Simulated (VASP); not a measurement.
Runs of VASP 6.6.1 on TiB2. The structure is that of space group P6/mmm (No. 191), or close to it. The cells are those of the table. 

```csv
cell,gap on the mesh (eV),pressure (GPa)
"a = 3.201, b = 3.201, c = 2.893 Å, angles 90.0, 90.0, 120.0°, 3 atoms",none,-2.6
"a = 2.778, b = 2.778, c = 3.841 Å, angles 90.0, 90.0, 120.0°, 3 atoms",none,(a)
"a = 3.073, b = 3.073, c = 3.138 Å, angles 90.0, 90.0, 120.0°, 3 atoms",none,-1.1
"a = 2.937, b = 2.937, c = 3.436 Å, angles 90.0, 90.0, 120.0°, 3 atoms",none,(b)
"a = 3.266, b = 3.266, c = 2.779 Å, angles 90.0, 90.0, 120.0°, 3 atoms",none,-2.3
"a = 2.853, b = 2.853, c = 3.641 Å, angles 90.0, 90.0, 120.0°, 3 atoms",none,11.4
"a = 3.117, b = 3.117, c = 3.050 Å, angles 90.0, 90.0, 120.0°, 3 atoms",none,-1.9
"a = 2.983, b = 2.983, c = 3.331 Å, angles 90.0, 90.0, 120.0°, 3 atoms",none,2.3
```

Alike in all rows: task single point; level PBE; potentials or basis VASP PAW PBE potentials, release 64 (Ti_sv, B); no spin polarisation; k mesh 18 × 18 × 16; cutoff (eV) 520; smearing gaussian 0.15 eV.

**Question.** Fill in the values left out.

**Answer.** (a) 19.4; (b) 4.9.

A gap of «none» marks levels without a gap at the run's occupations.
